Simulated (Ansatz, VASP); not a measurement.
**Two plane-wave programs on Ir**

INCAR

```
SYSTEM = Ir
ALGO = Fast
EDIFF = 1E-6
ENCUT = 520
GGA = PS
ISIF = 2
ISMEAR = 0
LASPH = .TRUE.
LCHARG = .FALSE.
LREAL = .FALSE.
LWAVE = .FALSE.
NBANDS = 10
NELM = 80
PREC = Accurate
SIGMA = 0.15
```

Contents of KPOINTS:

```
k-points
0
G
  22 22 22
  0 0 0
```

Contents of POSCAR:

```
Ir
1.0
    0.0000000000      1.8237150000      1.8717075000
    1.8237150000      0.0000000000      1.8717075000
    1.8237150000      1.8237150000      0.0000000000
Ir
1
Direct
    0.0000000000      0.0000000000      0.0000000000
```

Input for Ansatz:

```yaml
crystal:
  lattice:
    - [0.0, 1.823715, 1.8717075]
    - [1.823715, 0.0, 1.8717075]
    - [1.823715, 1.823715, 0.0]
  atoms:
    - { symbol: Ir, position: [0.0, 0.0, 0.0] }
basis:
  ecutwfc: 420
kpoints:
  mp_grid: { grid: [22, 22, 22] }
hamiltonian:
  xc: pbesol
scf:
  occupations: { method: gaussian, width: 0.15 }
output:
  forces: true
  stress: true
  eigenvalues: true
  write_density: true
  write_potential: true
  elf: true
  volumetric_format: npy
```

Change from the starting cell: strain -0.050 along x and y, -0.025 along z, atoms carried along.

Alike in both runs: task single point; functional PBEsol; k mesh 22 × 22 × 22; occupations gaussian, width 0.15 eV; no spin polarisation.

|  | VASP | Ansatz |
| --- | --- | --- |
| version | VASP 6.6.1 | Ansatz 0.2.0 |
| potentials or method | VASP PAW PBE potentials, release 64 (Ir), cutoff 520 eV | scalar-relativistic, plane waves, PAW |
| valence electrons in the cell | 9 | 17 |

|  | VASP | Ansatz | Ansatz less VASP |
| --- | --- | --- | --- |
| gap on the k mesh at the Fermi level (eV) | none | none | - |
| pressure (GPa) | 65.9 | 63.5 | -2.40 |
| traceless stress, the component that is largest in VASP (GPa) | -9.46 | -9.45 | +0.019 |

VASP's potentials were made for PBE, not for PBEsol. A gap of «none» marks a metal or a gap that the smearing closes. Both programs put the cell under a high pressure, so it lies far from rest at this level. VASP's potentials hold 9 valence electrons a cell and Ansatz's 17, so a difference there can come from the potentials and not from the codes.

Neither program's run includes spin-orbit coupling. Noted on VASP's run: the cell as given lies far from equilibrium.
